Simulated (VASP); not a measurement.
# SrO (I4/mmm) in VASP: single point with HSE06

Aim: the single point of SrO with HSE06.

All numbers are computed with VASP 6.6.1; they aren't measurements. Logs are shortened: lines on timing, memory, paths and dates and some standing lists are left out, and cuts for length are marked.

## Step 1: The cell of the first run

Symmetry: I4/mmm, No. 139, tetragonal system. Conventional cell: a = 3.649 Å, b = 3.649 Å, c = 5.270 Å, α = 90.00°, β = 90.00°, γ = 90.00°. Sr (site symmetry 4/mmm) has 6 O at 2.58 to 2.63 Å within 3.4 Å. O (site symmetry 4/mmm) has 6 Sr at 2.58 to 2.63 Å within 3.4 Å.

## Step 2: Single point, HSE06 (uniaxial z strain +2.1%)

POSCAR reads:

```
SrO
1.0
    0.0000000000      2.5798923523      2.6348440595
    2.5798923523      0.0000000000      2.6348440595
    2.5798923523      2.5798923523      0.0000000000
Sr O
1 1
Direct
    0.0000000000      0.0000000000      0.0000000000
    0.5000000000      0.5000000000      0.5000000000
```

INCAR.step1 reads:

```
PREC = Accurate ; ENCUT = 520
EDIFF = 1E-5 ; ISMEAR = 0
SIGMA = 0.01 ; LREAL = F
LASPH = T ; NELM = 100
ALGO = Normal ; ISIF = 2
LWAVE = T ; GGA = PE
NBANDS = 15
```

INCAR.step2 reads:

```
PREC = Accurate ; ENCUT = 520
EDIFF = 1E-6 ; ISMEAR = 0
SIGMA = 0.01 ; LREAL = F
LASPH = T ; NELM = 100
ALGO = Normal ; ISIF = 2
LWAVE = F ; LCHARG = T
GGA = PE ; LHFCALC = T
HFSCREEN = 0.2079 ; PRECFOCK = Normal
LELF = T ; LVHAR = T
ISTART = 1 ; NBANDS = 15
```

KPOINTS reads:

```
regular mesh
0
Gamma
  6 6 6
```

Potentials or basis: VASP PAW PBE potentials, release 64 (Sr_sv, O).

Run with:

```bash
> cat potpaw_PBE.64/Sr_sv/POTCAR potpaw_PBE.64/O/POTCAR > POTCAR
> cp INCAR.step1 INCAR
> mpirun -np 1 vasp_std > vasp.out
> cp INCAR.step2 INCAR
> mpirun -np 1 vasp_std > vasp.out
```

OUTCAR:

```text
PREC = Accurate
   ENCUT = 520
   EDIFF = 1E-6
   ISMEAR = 0
   LREAL = F
   LASPH = T
   NELM = 100
   ISIF = 2
   GGA = PE
   LHFCALC = T
   HFSCREEN = 0.2079
   PRECFOCK = Normal
   ISTART = 1

 ion  position               nearest neighbor table
   1  0.000  0.000  0.000-   2 2.58   2 2.58   2 2.58   2 2.58   2 2.63   2 2.63
   2  0.500  0.500  0.500-   1 2.58   1 2.58   1 2.58   1 2.58   1 2.63   1 2.63

  LATTYP: Found a body centered tetragonal cell.
 ALAT       =     3.6485187541
 C/A-ratio  =     1.4443363113

  Lattice vectors:

 A1 = (  -2.5798923523,   0.0000000000,   2.6348440595)
 A2 = (   2.5798923523,   0.0000000000,   2.6348440595)
 A3 = (   0.0000000000,   2.5798923523,  -2.6348440595)

Analysis of symmetry for initial positions (statically):
=====================================================================
 Subroutine PRICEL returns:
 Original cell was already a primitive cell.

 Routine SETGRP: Setting up the symmetry group for a
 body centered tetragonal supercell.

 Subroutine GETGRP returns: Found 16 space group operations
 (whereof 16 operations were pure point group operations)
 out of a pool of 16 trial point group operations.

The static configuration has the point symmetry D_4h.

Analysis of symmetry for dynamics (positions and initial velocities):
=====================================================================
 Subroutine PRICEL returns:
 Original cell was already a primitive cell.

 Routine SETGRP: Setting up the symmetry group for a
 body centered tetragonal supercell.

 Subroutine GETGRP returns: Found 16 space group operations
 (whereof 16 operations were pure point group operations)
 out of a pool of 16 trial point group operations.

The dynamic configuration has the point symmetry D_4h.

 Subroutine INISYM returns: Found 16 space group operations
 (whereof 16 operations are pure point group operations),
 and found     1 'primitive' translations

----------------------------------------------------------------------------------------

                                     Primitive cell

  volume of cell :      35.0742

  direct lattice vectors                    reciprocal lattice vectors
     0.000000000  2.579892352  2.634844059    -0.193806536  0.193806536  0.189764551
     2.579892352  0.000000000  2.634844059     0.193806536 -0.193806536  0.189764551
     2.579892352  2.579892352  0.000000000     0.193806536  0.193806536 -0.189764551

  length of vectors
     3.687580205  3.687580205  3.648518754     0.333365463  0.333365463  0.333365463

  position of ions in fractional coordinates (direct lattice)
     0.000000000  0.000000000  0.000000000
     0.500000000  0.500000000  0.500000000

  ion indices of the primitive-cell ions
   primitive index   ion index
                 1           1
                 2           2

----------------------------------------------------------------------------------------

 KPOINTS: regular mesh

Automatic generation of k-mesh.
 Grid dimensions read from file:
 generate k-points for:    6    6    6

 Generating k-lattice:

  Cartesian coordinates                     Fractional coordinates (reciprocal lattice)
    -0.032301089  0.032301089  0.031627425     0.166666667 -0.000000000  0.000000000
     0.032301089 -0.032301089  0.031627425    -0.000000000  0.166666667  0.000000000
     0.032301089  0.032301089 -0.031627425     0.000000000  0.000000000  0.166666667

  Length of vectors
     0.055560910  0.055560910  0.055560910

  Shift w.r.t. Gamma in fractional coordinates (k-lattice)
     0.000000000  0.000000000  0.000000000

 Subroutine IBZKPT returns following result:
 ===========================================

 Found     30 irreducible k-points:

 Following reciprocal coordinates:
            Coordinates               Weight
  0.000000  0.000000  0.000000      1.000000
  0.166667  0.000000  0.000000      8.000000
  0.333333  0.000000  0.000000      8.000000
  0.500000  0.000000  0.000000      4.000000
  0.166667  0.166667  0.000000      2.000000
  0.333333  0.166667  0.000000      8.000000
[... 16 lines left out ...]
  0.333333  0.000000  0.333333      4.000000
  0.500000  0.000000  0.333333     16.000000
 [... further k-points ...]
   k-points           NKPTS =     30   k-points in BZ     NKDIM =    216   number of bands    NBANDS=     15
   number of dos      NEDOS =    301   number of ions     NIONS =      2
   total plane-waves  NPLWV =  21952
   dimension x,y,z NGX =    28 NGY =   28 NGZ =   28
   dimension x,y,z NGXF=    56 NGYF=   56 NGZF=   56
   ions per type =               1   1
   NGX,Y,Z   is equivalent  to a cutoff of  12.62, 12.62, 12.76 a.u.
   NGXF,Y,Z  is equivalent  to a cutoff of  25.25, 25.25, 25.52 a.u.
 SYSTEM =  unknown system
   PREC   = accura    normal or accurate (medium, high low for compatibility)
   ISTART =      1    job   : 0-new  1-cont  2-samecut
   ICHARG =      0    charge: 1-file 2-atom 10-const
   ISPIN  =      1    spin polarized calculation?
   LNONCOLLINEAR =      F non collinear calculations
   LSORBIT =      F    spin-orbit coupling
   LASPH  =      T    aspherical Exc in radial PAW
   ENCUT  =  520.0 eV  38.22 Ry    6.18 a.u.   6.86  6.86  6.78*2*pi/ulx,y,z
   NELM   =    100;   NELMIN=  2; NELMDL=  0     # of ELM steps
   EDIFF  = 0.1E-05   stopping-criterion for ELM
   LREAL  =      F    real-space projection
   EDIFFG = 0.1E-04   stopping-criterion for IOM
   NSW    =      0    number of steps for IOM
   IBRION =     -1    ionic relax: 0-MD 1-quasi-New 2-CG
   NFREE  =      0    steps in history (QN), initial steepest desc. (CG)
   ISIF   =      2    stress and relaxation
   ISYM   =      3    0-nonsym 1-usesym 2-fastsym
   POTIM  = 0.5000    time-step for ionic-motion
   TEBEG  =    0.0;   TEEND  =   0.0 temperature during run
   PSTRESS=    0.0 pullay stress
   NELECT =      16.0000    total number of electrons
   NUPDOWN=      -1.0000    fix difference up-down
   EMIN   =  10.00;   EMAX   =-10.00  energy-range for DOS
   EFERMI =   0.00;   METHOD = LEGACY
   ISMEAR =     0;   SIGMA  =   0.01  broadening in eV -4-tet -1-fermi 0-gaus
   EFERMI_NEDOS =   21; number of points for ismear=-14 and -15
   IALGO  =     38    algorithm
   IMIX   =      1    mixing-type and parameters
     AMIX     =   0.40;   BMIX     =  1.00
     AMIX_MAG =   1.60;   BMIX_MAG =  1.00
  volume/ion in A,a.u.               =      17.54       118.35
  Fermi-wavevector in a.u.,A,eV,Ry     =   1.260237  2.381502 21.608727  1.588197
  Thomas-Fermi vector in A             =   2.393756
   LORBIT       =      0    0 simple, 1 ext, 2 COOP (PROOUT), +10 PAW based schemes
   GGA     = PE    functional components
   LHFCALC =     T    Hartree Fock is set to
   PRECFOCK=normal    Normal, Fast or Accurate (Low or Medium for compatibility)
   ENCUT4O =  -1.0   cutoff for four orbital integrals eV
   NKREDX  =     1    reduce k-point grid by
   NKREDY  =     1    reduce k-point grid by
   NKREDZ  =     1    reduce k-point grid by
   AEXX    =    0.2500 exact exchange contribution
   HFSCREEN=    0.2079 screening length (either q_TF or 0.3 A-1)
   HFSCREENC=   0.2079 screening length for correlation (either q_TF or 0.3 A-1)
   ENCUTFOCK=  -1.0 apply spherical cutoff to Coloumb kernel
   IVDW    =     0    specifies the selected vdW correction
   LEPSILON=     F    determine dielectric tensor
   LRPA    =     F    only Hartree local field effects (RPA)
 non-spin polarized calculation
 Gauss-broadening in eV      SIGMA  =   0.01
  energy-cutoff  :      520.00
  volume of cell :       35.07
 maximum number of plane-waves:       966
  NGX = 24; NGY = 24; NGZ = 24

 number of electron      16.0000000 magnetization

 Free energy of the ion-electron system (eV)
  ---------------------------------------------------
  ext. energy  EPLUGINS =         0.00000000
  ---------------------------------------------------
  free energy    TOTEN  =       -14.17703155 eV

  energy without entropy =      -14.17703155  energy(sigma->0) =      -14.17703155

 E-fermi :   0.6363     XC(G=0):  -8.1478

 val. band max:        0.4778784590   @ k =   0.0000   0.0000   0.0000
 cond. band min:       5.1846908930   @ k =   0.5000   0.0000   0.5000
 fundamental gap:      4.7068124340
 Fermi energy:         0.6363107212

 k-point     1 :       0.0000    0.0000    0.0000
  band No.  band energies     occupation
      1     -33.9858      2.00000
      2     -16.0628      2.00000
      3     -14.3770      2.00000
      4     -14.3631      2.00000
      5     -14.3631      2.00000
      6       0.4306      2.00000
      7       0.4779      2.00000
      8       0.4779      2.00000
      9       5.6780      0.00000
     10       8.1466      0.00000
     11       8.3072      0.00000
     12       8.3072      0.00000
     13      10.3070      0.00000
     14      10.5751      0.00000
     15      14.5762      0.00000

 k-point     2 :       0.1667    0.0000    0.0000
  band No.  band energies     occupation
      1     -33.9538      2.00000
      2     -16.4816      2.00000
      3     -14.3962      2.00000
      4     -14.3766      2.00000
      5     -14.0185      2.00000
      6      -0.2455      2.00000
      7       0.1318      2.00000
      8       0.1489      2.00000
      9       6.8297      0.00000
     10       8.0184      0.00000
     11       8.7591      0.00000
     12       8.8403      0.00000
     13      11.0111      0.00000
     14      11.2933      0.00000
     15      16.2645      0.00000
[... 365 lines left out ...]
      3     -14.6530      2.00000
      4     -14.6328      2.00000
      5     -14.3218      2.00000
      6      -0.7297      2.00000
      7       0.2552      2.00000
      8       0.3180      2.00000
      9       5.7213      0.00000
     10       8.6210      0.00000
     11      11.7068      0.00000
     12      11.8561      0.00000
     13      11.8894      0.00000
     14      12.7683      0.00000
     15      18.5848      0.00000

 k-point    24 :       0.5000    0.0000    0.3333
  band No.  band energies     occupation
      1     -33.8259      2.00000
      2     -16.5380      2.00000
      3     -14.9756      2.00000
      4     -14.6638      2.00000
      5     -14.3235      2.00000
      6      -0.3559      2.00000
      7      -0.0746      2.00000
      8       0.0750      2.00000
      9       6.0309      0.00000
     10       9.8159      0.00000
     11      11.1544      0.00000
     12      12.2895      0.00000
     13      12.8970      0.00000
     14      14.4297      0.00000
     15      15.7597      0.00000

 [... further k-points ...]

------------------------ aborting loop because EDIFF is reached ----------------------------------------

  FORCE on cell =-STRESS in cart. coord.  units (eV):
  Direction    XX          YY          ZZ          XY          YZ          ZX
  --------------------------------------------------------------------------------------
  -------------------------------------------------------------------------------------
  Total       -0.1824232     -0.1824232     -0.6845865      0.0000000     -0.0000000     -0.0000000
  in kB       -8.3330245     -8.3330245    -31.2716526      0.0000000     -0.0000000     -0.0000000
  external PRESSURE =     -15.9792338 kB  Pullay stress =       0.0000000 kB

 VOLUME and BASIS-vectors are now :
 -----------------------------------------------------------------------------
  energy-cutoff  :      520.00
  volume of cell :       35.07
      direct lattice vectors                 reciprocal lattice vectors
     0.000000000  2.579892352  2.634844059    -0.193806536  0.193806536  0.189764551
     2.579892352  0.000000000  2.634844059     0.193806536 -0.193806536  0.189764551
     2.579892352  2.579892352  0.000000000     0.193806536  0.193806536 -0.189764551

 POSITION                                       TOTAL-FORCE (eV/Angst)
 -----------------------------------------------------------------------------------
      0.00000      0.00000      0.00000         0.000000     -0.000000      0.000000
      2.57989      2.57989      2.63484         0.000000      0.000000      0.000000
 -----------------------------------------------------------------------------------
    total drift:                               -0.000001      0.000001      0.000000

  FREE ENERGIE OF THE ION-ELECTRON SYSTEM (eV)
  ---------------------------------------------------
  free  energy   TOTEN  =       -14.1770315458 eV

  energy  without entropy=      -14.1770315458  energy(sigma->0) =      -14.17703155
```

Wall time 31 min (1 thread of Intel Xeon 6975P-C (Granite Rapids), shared host); peak memory 0.29 GiB.

Results:

```
Free energy            : -14.1770 eV
Pressure               : -1.6 GPa
Band gap on the k mesh : 4.71 eV (least direct gap 4.82 eV)
```

Stress tensor (GPa, compression positive):
```
-0.83  0.00  0.00
 0.00 -0.83  0.00
 0.00  0.00 -3.13
```

Caveat: the cell differs from its parent crystal (uniaxial z strain +2.1%); the PAW data sets were made with another functional, which shifts forces and pressure a little.
